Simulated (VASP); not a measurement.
Runs of VASP 6.6.1 on V. The structure is that of space group Fm-3m (No. 225), or close to it. The cells are those of the table. This isn't the form of V at room conditions, which is bcc.

| task | cell | k mesh | cutoff (eV) | gap on the mesh (eV) | pressure (GPa) |
| --- | --- | --- | --- | --- | --- |
| single point | a = 2.566 Å, angles 60.0°, 1 atom | 16 × 16 × 16 | 520 | none | (a) |
| single point | a = 2.638 Å, angles 60.0°, 1 atom | 16 × 16 × 16 | 520 | none | 0.3 |
| single point | a = 2.638 Å, angles 60.0°, 1 atom | 14 × 14 × 14 | 520 | none | (b) |
| single point | a = 2.673 Å, angles 60.0°, 1 atom | 16 × 16 × 16 | 520 | none | -7.1 |
| single point | a = 2.707 Å, angles 60.0°, 1 atom | 16 × 16 × 16 | 520 | none | -13.1 |
| single point | a = 2.528 Å, angles 60.0°, 1 atom | 16 × 16 × 16 | 520 | none | 33.1 |
| single point | a = 2.638 Å, angles 60.0°, 1 atom | 24 × 24 × 24 | 520 | none | 0.3 |
| relaxation of cell and atoms | relaxed from a = 2.694 Å, angles 60.0°, 1 atom | 14 × 14 × 14 | 600 | none | 0.0 |
| single point | a = 2.740 Å, angles 60.0°, 1 atom | 16 × 16 × 16 | 520 | none | -18.1 |
| single point | a = 2.603 Å, angles 60.0°, 1 atom | 16 × 16 × 16 | 520 | none | 9.2 |

Alike in all rows: level LDA; potentials or basis VASP PAW LDA potentials, release 64 (V_sv); no spin polarisation; smearing fermi-dirac 0.1 eV.

Estimate the missing entries.

(a) 20.0; (b) 0.4.

Caveats: the cell stands under pressure (at least some runs); the cell stands under tension (at least some runs).

A gap of «none» marks levels without a gap at the run's occupations.
